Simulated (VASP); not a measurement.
A run of VASP 6.6.1 is set up as follows.

File INCAR:

```
SYSTEM = Na
PREC = Accurate ; ENCUT = 520
EDIFF = 1E-7 ; ISMEAR = 0
SIGMA = 0.15 ; LREAL = .False.
LASPH = .True. ; NELM = 80
ALGO = Fast ; ISIF = 2
LWAVE = .False. ; LCHARG = .True.
GGA = PS ; LELF = .True.
LVHAR = .True. ; NBANDS = 14
```

The input KPOINTS:

```
Automatic mesh
0
Gamma
  12 12 8
  0 0 0
```

The input POSCAR:

```
Na
1.0
    3.7670009976      0.0000000000      0.0000000000
   -1.8835004988      3.2623185600      0.0000000000
    0.0000000000      0.0000000000      6.1540000000
Na
2
Direct
    0.3678180098      0.7356360196      0.2134384140
    0.6666666667      0.3333333333      0.7500000000
```

Potentials or basis: VASP PAW PBE potentials, release 64 (Na_pv).

Launch:

```sh
$ cat potpaw_PBE.64/Na_pv/POTCAR > POTCAR
$ mpirun -np 1 vasp_std > vasp.out
```

Problem. Estimate the largest force.

Solution. 0.160 eV/Å.

Problem. Predict the band gap on the k mesh.

Solution. Zero (bands 7 and 8 overlap by 4.09 eV).

Problem. Predict the pressure.

Solution. -0.2 GPa.

Forces on the atoms (eV/Å):
```
Na   0.000 -0.036  0.156
Na   0.000  0.036 -0.156
```

Caveat: the cell differs from its parent crystal (atom 1 (Na) moved by (+0.225, -0.225) A along y and z); the PAW data sets were made with another functional, which shifts forces and pressure a little.
